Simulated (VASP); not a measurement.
Wanted: the native input for a VASP 6.6.1 run.

```yaml
Task: single point
Functional: r2SCAN
Potentials_or_basis: VASP PAW PBE potentials, release 64 (Sn_d, Te)
Cutoff: 520 eV
k_mesh: 6 × 6 × 6
Occupations: fermi-dirac, width 0.02 eV
Spin: no spin polarisation
Dipole_correction: no
Further_INCAR_settings: ALGO = Normal; EDIFF = 1e-06; NBANDS = 17
```

The system is SnTe (rock salt type).

```
Sn Te
1.0
     0.00000    3.20500    3.20500
     3.20500    0.00000    3.20500
     3.20500    3.20500    0.00000
Sn Te
1 1
Cartesian
  0.0000 0.0000 0.0000
  3.2050 3.2050 3.2050
```

The input as run:

POSCAR

```
SnTe
1.0
    0.0000000000      3.2050000000      3.2050000000
    3.2050000000      0.0000000000      3.2050000000
    3.2050000000      3.2050000000      0.0000000000
Sn Te
1 1
Direct
    0.0000000000      0.0000000000      0.0000000000
    0.5000000000      0.5000000000      0.5000000000
```

INCAR.step1

```
  PREC = Accurate
  ENCUT = 520
  ISMEAR = -1
  SIGMA = 0.02
  LREAL = F
  LASPH = T
  NELM = 80
  NBANDS = 17
  GGA = PE
  ALGO = Normal
  EDIFF = 1E-4
  LWAVE = T
  LCHARG = F
```

INCAR.step2

```
  PREC = Accurate
  ENCUT = 520
  EDIFF = 1E-6
  ISMEAR = -1
  SIGMA = 0.02
  LREAL = F
  LASPH = T
  NELM = 80
  ALGO = Normal
  ISIF = 2
  LWAVE = F
  LCHARG = T
  METAGGA = R2SCAN
  LMIXTAU = T
  LELF = T
  LVHAR = T
  NBANDS = 17
  ISTART = 1
```

KPOINTS

```
regular mesh
0
Gamma
  6 6 6
```

Potentials or basis: VASP PAW PBE potentials, release 64 (Sn_d, Te).

The run is started by

```sh
$ cat potpaw_PBE.64/Sn_d/POTCAR potpaw_PBE.64/Te/POTCAR > POTCAR
$ cp INCAR.step1 INCAR
$ mpirun -np 1 vasp_std > vasp.out
$ cp INCAR.step2 INCAR
$ mpirun -np 1 vasp_std > vasp.out
```

It gave:

The pressure is -0.6 GPa. The band gap on the k mesh is 0.19 eV, direct.

Caveat: the PAW data sets were made with another functional, which shifts forces and pressure a little; spin-orbit coupling is left out, which moves the levels of the heavy elements.

Run time: 2.6 min on 1 thread of AMD EPYC 7R43 64-Core Processor (Zen 3), with other jobs on the host, peak memory 0.18 GiB.
